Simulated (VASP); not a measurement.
# LiH3 in VASP: a series of runs

LiH3 is run at these levels: PBE; tasks: relaxation of cell and atoms.

Program: VASP 6.6.1. These are calculated values, not measurements. Logs are shortened: lines on timing, memory, paths and dates and some standing lists are left out, and cuts for length are marked.

## (1) The cell of the first run

Symmetry: I4/mmm, No. 139, tetragonal system. Conventional cell: a = 4.347 Å, b = 4.347 Å, c = 6.808 Å, α = 90.00°, β = 90.00°, γ = 90.00°. Li (site symmetry 4mm) has 12 H at 2.17 to 2.50 Å within 2.9 Å. H (site symmetry 2mm) has 2 H at 0.95 to 1.23 Å within 1.3 Å. Within 1.6 Å of H (site symmetry -4m2) lie 2 H at 1.23 Å.

The cell was generated, and may not be a known phase.

## (2) Relaxation of cell and atoms, PBE

The input, INCAR:

```
SYSTEM = LiH3
  PREC = Accurate
  ENCUT = 600
  EDIFF = 1E-6
  ISMEAR = 0
  SIGMA = 0.1
  LREAL = .FALSE.
  LASPH = .TRUE.
  NELM = 100
  ALGO = Normal
  ISIF = 3
  LWAVE = .FALSE.
  LCHARG = .FALSE.
  GGA = PE
  IBRION = 2
  NSW = 90
  EDIFFG = -0.04
```

The input, KPOINTS:

```
regular mesh
0
G
  6 6 6
  0 0 0
```

The input, POSCAR:

```
LiH3
1.0
   -2.1736572400      2.1736572400      3.4039297800
    2.1736572400     -2.1736572400      3.4039297800
    2.1736572400      2.1736572400     -3.4039297800
Li H
2 6
Direct
    0.2505385600      0.2505385600      0.0000000000
    0.7494614400      0.7494614400      0.0000000000
    0.5698218900      0.0698218900      0.5000000000
    0.0698218900      0.5698218900      0.5000000000
    0.4301781100      0.9301781100      0.5000000000
    0.9301781100      0.4301781100      0.5000000000
    0.7500000000      0.2500000000      0.5000000000
    0.2500000000      0.7500000000      0.5000000000
```

Potentials or basis: VASP PAW PBE potentials, release 64 (Li_sv, H).

The run is started by

```sh
> cat potpaw_PBE.64/Li_sv/POTCAR potpaw_PBE.64/H/POTCAR > POTCAR
> mpirun -np 1 vasp_std > vasp.out
```

OUTCAR:

```text
SYSTEM = LiH3
   PREC = Accurate
   ENCUT = 600
   EDIFF = 1E-6
   ISMEAR = 0
   LREAL = .FALSE.
   LASPH = .TRUE.
   NELM = 100
   ISIF = 3
   GGA = PE
   IBRION = 2
   NSW = 90
   EDIFFG = -0.04

 ion  position               nearest neighbor table
   1  0.251  0.251  0.000-
   2  0.749  0.749  0.000-
   3  0.570  0.070  0.500-
   4  0.070  0.570  0.500-
   5  0.430  0.930  0.500-
   6  0.930  0.430  0.500-
   7  0.750  0.250  0.500-
   8  0.250  0.750  0.500-

  LATTYP: Found a body centered tetragonal cell.
 ALAT       =     4.3473144800
 C/A-ratio  =     1.5659919684

  Lattice vectors:

 A1 = (  -2.1736572400,   2.1736572400,   3.4039297800)
 A2 = (   2.1736572400,  -2.1736572400,   3.4039297800)
 A3 = (   2.1736572400,   2.1736572400,  -3.4039297800)

Analysis of symmetry for initial positions (statically):
=====================================================================
 Subroutine PRICEL returns:
 Original cell was already a primitive cell.

 Routine SETGRP: Setting up the symmetry group for a
 body centered tetragonal supercell.

 Subroutine GETGRP returns: Found 16 space group operations
 (whereof 16 operations were pure point group operations)
 out of a pool of 16 trial point group operations.

The static configuration has the point symmetry D_4h.

Analysis of symmetry for dynamics (positions and initial velocities):
=====================================================================
 Subroutine PRICEL returns:
 Original cell was already a primitive cell.

 Routine SETGRP: Setting up the symmetry group for a
 body centered tetragonal supercell.

 Subroutine GETGRP returns: Found 16 space group operations
 (whereof 16 operations were pure point group operations)
 out of a pool of 16 trial point group operations.

The dynamic configuration has the point symmetry D_4h.

 Subroutine INISYM returns: Found 16 space group operations
 (whereof 16 operations are pure point group operations),
 and found     1 'primitive' translations

----------------------------------------------------------------------------------------

                                     Primitive cell

  volume of cell :      64.3314

  direct lattice vectors                    reciprocal lattice vectors
    -2.173657240  2.173657240  3.403929780     0.000000000  0.230027067  0.146889047
     2.173657240 -2.173657240  3.403929780     0.230027067  0.000000000  0.146889047
     2.173657240  2.173657240 -3.403929780     0.230027067  0.230027067  0.000000000

  length of vectors
     4.586535680  4.586535680  4.586535680     0.272926444  0.272926444  0.325307398

  position of ions in fractional coordinates (direct lattice)
     0.250538560  0.250538560  0.000000000
     0.749461440  0.749461440  0.000000000
     0.569821890  0.069821890  0.500000000
     0.069821890  0.569821890  0.500000000
     0.430178110  0.930178110  0.500000000
     0.930178110  0.430178110  0.500000000
     0.750000000  0.250000000  0.500000000
     0.250000000  0.750000000  0.500000000

  ion indices of the primitive-cell ions
   primitive index   ion index
                 1           1
                 2           2
                 3           3
                 4           4
                 5           5
                 6           6
                 7           7
                 8           8

----------------------------------------------------------------------------------------

 KPOINTS: regular mesh

Automatic generation of k-mesh.
 Grid dimensions read from file:
 generate k-points for:    6    6    6

 Generating k-lattice:

  Cartesian coordinates                     Fractional coordinates (reciprocal lattice)
     0.000000000  0.038337845  0.024481508     0.166666667  0.000000000  0.000000000
     0.038337845  0.000000000  0.024481508     0.000000000  0.166666667  0.000000000
     0.038337845  0.038337845  0.000000000     0.000000000  0.000000000  0.166666667

  Length of vectors
     0.045487741  0.045487741  0.054217900

  Shift w.r.t. Gamma in fractional coordinates (k-lattice)
     0.000000000  0.000000000  0.000000000

 Subroutine IBZKPT returns following result:
 ===========================================

 Found     30 irreducible k-points:

 Following reciprocal coordinates:
            Coordinates               Weight
  0.000000  0.000000  0.000000      1.000000
  0.166667  0.000000  0.000000      8.000000
  0.333333 -0.000000  0.000000      8.000000
  0.500000 -0.000000  0.000000      4.000000
  0.166667  0.166667  0.000000      8.000000
  0.333333  0.166667  0.000000     16.000000
[... 16 lines left out ...]
 -0.333333 -0.333333  0.166667      8.000000
 -0.166667 -0.333333  0.166667      8.000000
 [... further k-points ...]
   k-points           NKPTS =     30   k-points in BZ     NKDIM =     30   number of bands    NBANDS=     11
   number of dos      NEDOS =    301   number of ions     NIONS =      8
   total plane-waves  NPLWV =  64000
   dimension x,y,z NGX =    40 NGY =   40 NGZ =   40
   dimension x,y,z NGXF=    80 NGYF=   80 NGZF=   80
   ions per type =               2   6
   NGX,Y,Z   is equivalent  to a cutoff of  14.50, 14.50, 14.50 a.u.
   NGXF,Y,Z  is equivalent  to a cutoff of  29.00, 29.00, 29.00 a.u.
 SYSTEM =  LiH3
   PREC   = accura    normal or accurate (medium, high low for compatibility)
   ISTART =      0    job   : 0-new  1-cont  2-samecut
   ICHARG =      2    charge: 1-file 2-atom 10-const
   ISPIN  =      1    spin polarized calculation?
   LNONCOLLINEAR =      F non collinear calculations
   LSORBIT =      F    spin-orbit coupling
   LASPH  =      T    aspherical Exc in radial PAW
   ENCUT  =  600.0 eV  44.10 Ry    6.64 a.u.   9.16  9.16  9.16*2*pi/ulx,y,z
   NELM   =    100;   NELMIN=  2; NELMDL= -5     # of ELM steps
   EDIFF  = 0.1E-05   stopping-criterion for ELM
   LREAL  =      F    real-space projection
   EDIFFG = -.4E-01   stopping-criterion for IOM
   NSW    =     90    number of steps for IOM
   IBRION =      2    ionic relax: 0-MD 1-quasi-New 2-CG
   NFREE  =      1    steps in history (QN), initial steepest desc. (CG)
   ISIF   =      3    stress and relaxation
   ISYM   =      2    0-nonsym 1-usesym 2-fastsym
   POTIM  = 0.5000    time-step for ionic-motion
   TEBEG  =    0.0;   TEEND  =   0.0 temperature during run
   PSTRESS=    0.0 pullay stress
   NELECT =      12.0000    total number of electrons
   NUPDOWN=      -1.0000    fix difference up-down
   EMIN   =  10.00;   EMAX   =-10.00  energy-range for DOS
   EFERMI =   0.00;   METHOD = LEGACY
   ISMEAR =     0;   SIGMA  =   0.10  broadening in eV -4-tet -1-fermi 0-gaus
   EFERMI_NEDOS =   21; number of points for ismear=-14 and -15
   IALGO  =     38    algorithm
   IMIX   =      4    mixing-type and parameters
     AMIX     =   0.40;   BMIX     =  1.00
     AMIX_MAG =   1.60;   BMIX_MAG =  1.00
  volume/ion in A,a.u.               =       8.04        54.27
  Fermi-wavevector in a.u.,A,eV,Ry     =   0.935393  1.767637 11.904567  0.874961
  Thomas-Fermi vector in A             =   2.062296
   LORBIT       =      0    0 simple, 1 ext, 2 COOP (PROOUT), +10 PAW based schemes
   GGA     = PE    functional components
   LHFCALC =     F    Hartree Fock is set to
   AEXX    =    0.0000 exact exchange contribution
   IVDW    =     0    specifies the selected vdW correction
   LEPSILON=     F    determine dielectric tensor
   LRPA    =     F    only Hartree local field effects (RPA)
 conjugate gradient relaxation of ions
 non-spin polarized calculation
 Gauss-broadening in eV      SIGMA  =   0.10
  energy-cutoff  :      600.00
  volume of cell :       64.33
 maximum number of plane-waves:      2173
 NGX is ok and might be reduce to    40

--------------------------------------- Ionic step        1  -------------------------------------------

 number of electron      12.0000002 magnetization

 Free energy of the ion-electron system (eV)
  ---------------------------------------------------
  ext. energy  EPLUGINS =         0.00000000
  ---------------------------------------------------
  free energy    TOTEN  =       -21.45361665 eV

  energy without entropy =      -21.44366735  energy(sigma->0) =      -21.44864200

------------------------ aborting loop because EDIFF is reached ----------------------------------------

  FORCE on cell =-STRESS in cart. coord.  units (eV):
  Direction    XX          YY          ZZ          XY          YZ          ZX
  --------------------------------------------------------------------------------------
  -------------------------------------------------------------------------------------
  Total       -2.0019323     -2.0019323      5.3661178      0.0000000      0.0000000      0.0000000
  in kB      -49.8582773    -49.8582773    133.6435730      0.0000000      0.0000000      0.0000000
  external PRESSURE =      11.3090062 kB  Pullay stress =       0.0000000 kB
[... 107 lines left out ...]
  FREE ENERGIE OF THE ION-ELECTRON SYSTEM (eV)
  ---------------------------------------------------
  free  energy   TOTEN  =       -22.6671640440 eV

  energy  without entropy=      -22.6648056257  energy(sigma->0) =      -22.66598483

[... ionic steps 4 to 20 ...]

--------------------------------------- Ionic step       21  -------------------------------------------

 number of electron      11.9999997 magnetization

------------------------ aborting loop because EDIFF is reached ----------------------------------------
[... 79 lines left out ...]
--------------------------------------- Ionic step       23  -------------------------------------------

 number of electron      11.9999989 magnetization

 Free energy of the ion-electron system (eV)
  ---------------------------------------------------
  ext. energy  EPLUGINS =         0.00000000
  ---------------------------------------------------
  free energy    TOTEN  =       -24.67633684 eV

  energy without entropy =      -24.67633684  energy(sigma->0) =      -24.67633684

 E-fermi :   0.2664     XC(G=0):  -7.0721

 val. band max:       -0.1196619561   @ k =   0.5000   0.5000   0.5000
 cond. band min:       0.6561748355   @ k =   0.0000   0.0000   0.0000
 fundamental gap:      0.7758367915
 Fermi energy:         0.2664023668

 k-point     1 :       0.0000    0.0000    0.0000
  band No.  band energies     occupation
      1     -46.2388      2.00000
      2     -46.1965      2.00000
      3      -8.7863      2.00000
      4      -5.8522      2.00000
      5      -3.4982      2.00000
      6      -0.9605      2.00000
      7       0.6562      0.00000
      8       4.2726      0.00000
      9       4.2726      0.00000
     10       7.5423      0.00000
     11       7.5424      0.00000
[... 309 lines left out ...]
 k-point    24 :      -0.1667   -0.3333    0.1667
  band No.  band energies     occupation
      1     -46.2355      2.00000
      2     -46.1973      2.00000
      3      -8.4619      2.00000
      4      -6.1370      2.00000
      5      -4.2597      2.00000
      6      -1.1883      2.00000
      7       2.5164      0.00000
      8       4.2465      0.00000
      9       4.6209      0.00000
     10       7.0141      0.00000
     11       7.8044      0.00000

 [... further k-points ...]
[... 5 lines left out ...]
  --------------------------------------------------------------------------------------
  -------------------------------------------------------------------------------------
  Total       -0.0599075     -0.0599075      0.1231581      0.0000000     -0.0000000      0.0000000
  in kB       -1.3548784     -1.3548784      2.7853632      0.0000000     -0.0000000      0.0000000
  external PRESSURE =       0.0252021 kB  Pullay stress =       0.0000000 kB
[... 23 lines left out ...]
  FREE ENERGIE OF THE ION-ELECTRON SYSTEM (eV)
  ---------------------------------------------------
  free  energy   TOTEN  =       -24.6763368384 eV

  energy  without entropy=      -24.6763368382  energy(sigma->0) =      -24.67633684

 reached required accuracy - stopping structural energy minimisation
```

Run time: 3.6 min. Hardware: 1 thread of Intel Xeon 6975P-C (Granite Rapids), shared host; peak memory 0.23 GiB.

What came out:

- Free energy: -24.6763 eV
- Relaxed volume: 8.86 Å³/atom
- Relaxed cell: a = 5.505 Å, b = 5.505 Å, c = 5.505 Å, α = 139.10°, β = 139.10°, γ = 59.23°
- Space group after relaxing (to 0.1 Å): P4/mmm (No. 123)
- Energy gained by relaxing: 402.8 meV/atom
- Ionic steps: 23
- Pressure after relaxing: 0.0 GPa
- Largest force after relaxing: 0.033 eV/Å
- Band gap on the k mesh: 0.78 eV

Forces in eV/Å, atoms in the order of the input:
```
Li   0.000  0.000  0.000
Li   0.000  0.000  0.000
H    0.000  0.000 -0.033
H    0.000  0.000 -0.033
H    0.000  0.000  0.033
H    0.000  0.000  0.033
H    0.000  0.000  0.000
H    0.000  0.000  0.000
```

The path:
```tsv
step	energy change (eV)	largest force (eV/Å)	pressure (GPa)	volume (Å³)
1	0.0000	0.2162	1.13	64.33
2	-0.2605	0.8236	0.77	64.82
3	-1.2135	2.3704	-0.70	65.81
4	-2.1338	3.2625	-3.83	65.83
5	-2.1855	3.2672	-3.80	65.92
6	-2.3285	3.2448	-3.65	66.16
7	-2.5504	3.0291	-3.05	66.51
8	-2.6282	1.7703	-0.38	66.67
9	-2.6906	2.5538	-2.04	66.66
10	-2.8496	2.1429	-1.34	66.52
11	-3.1360	0.4106	1.34	66.06
12	-3.1505	0.4827	2.54	65.89
13	-3.1523	0.2354	2.22	65.93
14	-3.1521	0.3194	2.33	65.92
15	-3.1604	0.2869	2.20	66.11
16	-3.1816	0.1931	1.81	66.69
17	-3.2092	0.0155	1.12	67.83
18	-3.2093	0.3034	-0.04	70.09
19	-3.2180	0.1485	0.49	68.99
20	-3.2191	0.1222	0.69	69.37
21	-3.2194	0.0354	0.63	69.25
22	-3.2208	0.0182	0.47	69.65
23	-3.2227	0.0335	0.00	70.84
```

Final structure:
```xyz
8
Lattice="-1.9236 1.9236 4.7863 1.9236 -1.9236 4.7863 1.9236 1.9236 -4.7863" Properties=species:S:1:pos:R:3 pbc="T T T"
Li    0.0000    0.0000    2.3974
Li    0.0000    0.0000    7.1752
H     0.0000    1.9236    0.3815
H     1.9236    0.0000    0.3815
H     1.9236    0.0000    4.4048
H     0.0000    1.9236    4.4048
H     0.0000    1.9236    2.3931
H     1.9236    0.0000    2.3931
```

Caveat: the cutoff is under 1.25 times the usual one of these potentials, so pressure, stress and relaxed cells hold a basis-set (Pulay) error; a cell axis changed by over 15 % at a fixed basis, so the end point is rough.

## (3) Relaxation of cell and atoms, PBE

This run uses another cell than the first one: it holds 4 atoms, not 8.

The input, INCAR:

```
SYSTEM = LiH3
PREC = Accurate ; ENCUT = 600
EDIFF = 1E-7 ; ISMEAR = 0
SIGMA = 0.02 ; LREAL = .FALSE.
LASPH = .TRUE. ; NELM = 80
ALGO = Normal ; ISIF = 3
LWAVE = .FALSE. ; LCHARG = .FALSE.
GGA = PE ; IBRION = 2
NSW = 100 ; EDIFFG = -0.01
```

The input, KPOINTS:

```
regular mesh
0
G
  10 10 6
  0 0 0
```

The input, POSCAR:

```
LiH3
1.0
    2.7356398282      0.0000000000      0.0000000000
    0.0000000000      2.7356398282      0.0000000000
    0.0000000000      0.0000000000      6.1122185450
Li H
1 3
Direct
    0.0000000000      0.0000000000      0.5000000000
    0.5000000000      0.5000000000      0.0614055789
    0.5000000000      0.5000000000      0.9385944211
    0.5000000000      0.5000000000      0.5000000000
```

Potentials or basis: VASP PAW PBE potentials, release 64 (Li_sv, H).

The run is started by

```sh
> cat potpaw_PBE.64/Li_sv/POTCAR potpaw_PBE.64/H/POTCAR > POTCAR
> mpirun -np 1 vasp_std > vasp.out
```

Run time: 39 s. Hardware: 1 thread of Intel Xeon 6975P-C (Granite Rapids), shared host; peak memory 0.18 GiB.

The run converged. Its results:

```
Free energy                           : -12.5395 eV
Relaxed volume                        : 11.40 Å³/atom
Relaxed cell                          : a = 2.732 Å, b = 2.732 Å, c = 6.110 Å, α = 90.00°, β = 90.00°, γ = 90.00°
Space group after relaxing (to 0.1 Å) : P4/mmm (No. 123)
Energy gained by relaxing             : 0.0 meV/atom
Ionic steps                           : 5
Pressure after relaxing               : 0.0 GPa
Largest force after relaxing          : 0.005 eV/Å
Band gap on the k mesh                : 0.75 eV (least direct gap 4.71 eV)
```

Forces on the atoms (eV/Å):
```
Li   0.000  0.000  0.000
H    0.000  0.000  0.005
H    0.000  0.000 -0.005
H    0.000  0.000  0.000
```

Final structure:
```
CELL_PARAMETERS angstrom
2.73186 0.00000 0.00000
0.00000 2.73186 0.00000
0.00000 0.00000 6.10984
ATOMIC_POSITIONS crystal
Li 0.00000 0.00000 0.50000
H 0.50000 0.50000 0.06139
H 0.50000 0.50000 0.93861
H 0.50000 0.50000 0.50000
```

Levels at points of the mesh, in eV from the valence-band top:
```csv
k point,band 1,band 2,band 3,band 4,band 5,band 6
"(0.00, 0.00, 0.00)",-45.60,-7.89,-4.00,0.75,7.75,9.14
"(0.50, 0.00, 0.00)",-45.58,-6.54,-2.80,3.41,4.89,6.31
"(0.50, 0.50, 0.00)",-45.56,-5.50,0.00,4.71,4.71,7.99
"(0.00, 0.00, 0.50)",-45.60,-7.83,-4.36,2.93,3.75,11.76
"(0.50, 0.00, 0.50)",-45.58,-6.50,-2.97,3.99,4.45,6.63
"(0.50, 0.50, 0.50)",-45.56,-5.48,-0.11,4.84,4.84,8.27
```

Caveat: the cutoff is under 1.25 times the usual one of these potentials, so pressure, stress and relaxed cells hold a basis-set (Pulay) error.
